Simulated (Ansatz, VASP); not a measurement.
# Ti in VASP and in Ansatz

```
Ti
1.0
    -1.33536    1.33536    1.33536
     1.33536   -1.33536    1.33536
     1.33536    1.33536   -1.33536
Ti
1
Direct
  0.00000 0.00000 0.00000
```

Change from the starting cell: volume scaled by 0.55, LAPW.

Alike in both runs: task single point; functional PBE; k mesh 16 × 16 × 16; occupations fermi-dirac, width 0.1 eV; no spin polarisation.

```csv
,VASP,Ansatz
version,VASP 6.6.1,Ansatz 0.2.0
potentials or method,"VASP PAW PBE potentials, release 64 (Ti_sv), cutoff 520 eV","all-electron LAPW, scalar-relativistic"
```

```csv
,VASP,Ansatz,Ansatz less VASP
pressure (GPa),152.7,152.7,+0.02
```

Both programs put the cell under a high pressure, so it lies far from rest at this level. Ansatz ran all-electron here, and VASP with PAW potentials.

Noted on VASP's run: the cell as given lies far from equilibrium.
